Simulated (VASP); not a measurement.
# C: single point with LDA

System: C, a slab with vacuum.

```
C
1.0
     2.26300    0.00000    0.00000
    -1.13150    1.95982    0.00000
     0.00000    0.00000   28.00000
C
2
Direct
  0.33333 0.66667 0.51020
  0.66667 0.33333 0.48980
```

| Property | Result |
| --- | --- |
| Program | VASP 6.6.1 |
| Task | single point |
| Functional | LDA |
| Potentials or basis | VASP PAW LDA potentials, release 64 (C) |
| Cutoff | 520 eV |
| k mesh | 21 × 21 × 1 |
| Occupations | gaussian, width 0.1 eV |
| Spin | no spin polarisation |

- Largest force: 9.905 eV/Å
- Band gap on the k mesh: zero (bands 4 and 5 overlap by 0.64 eV)

Forces in eV/Å, atoms in the order of the input:
```
C    0.000  0.000 -9.905
C    0.000  0.000  9.905
```

Levels at points of the mesh, in eV from the Fermi level:
```tsv
k point	band 1	band 2	band 3	band 4	band 5	band 6	band 7	band 8	band 9
(0.00, 0.00, 0.00)	-20.65	-8.95	-0.02	0.24	0.24	3.57	3.89	4.24	4.31
```

Run time: 2.6 min on 1 thread of Intel Xeon 8259CL (shared host), peak memory 0.22 GiB.
